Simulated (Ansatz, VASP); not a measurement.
TaN: VASP beside Ansatz

```
Ta N
1.0
     2.53661    0.00000    0.00000
    -1.26831    3.00789    0.00000
     0.00000    0.00000    6.50550
Ta N
2 2
Direct
  0.33333 0.66667 0.03010
  0.66667 0.33333 0.53010
  0.33333 0.66667 0.35490
  0.66667 0.33333 0.85490
```

Change from the starting cell: strain +e along x and -e along y -0.1500, strain +e along z and -e/2 along x and y +0.0750.

Alike in both runs: task single point; functional PBEsol; k mesh 15 × 15 × 8; occupations gaussian, width 0.15 eV; no spin polarisation.

|  | VASP | Ansatz |
| --- | --- | --- |
| version | VASP 6.6.1 | Ansatz 0.2.0 |
| potentials or method | VASP PAW PBE potentials, release 64 (Ta_pv, N), cutoff 520 eV | scalar-relativistic, plane waves, PAW |
| valence electrons in the cell | 32 | 36 |

```csv
,VASP,Ansatz,Ansatz less VASP
gap on the k mesh at the Fermi level (eV),none,none,-
pressure (GPa),18.2,17.0,-1.22
"traceless stress, the component that is largest in VASP (GPa)",69.31,68.82,-0.491
rms of the force components (eV/Å),1.630,1.570,-0.0593
```

VASP's potentials were made for PBE, not for PBEsol, and Ansatz warns of the same on its side. Atom by atom the forces differ by 0.059 eV/Å (rms over components). A gap of «none» marks a metal or a gap that the smearing closes. VASP's potentials hold 32 valence electrons a cell and Ansatz's 36, so a difference there can come from the potentials and not from the codes.

Spin-orbit coupling is off throughout.
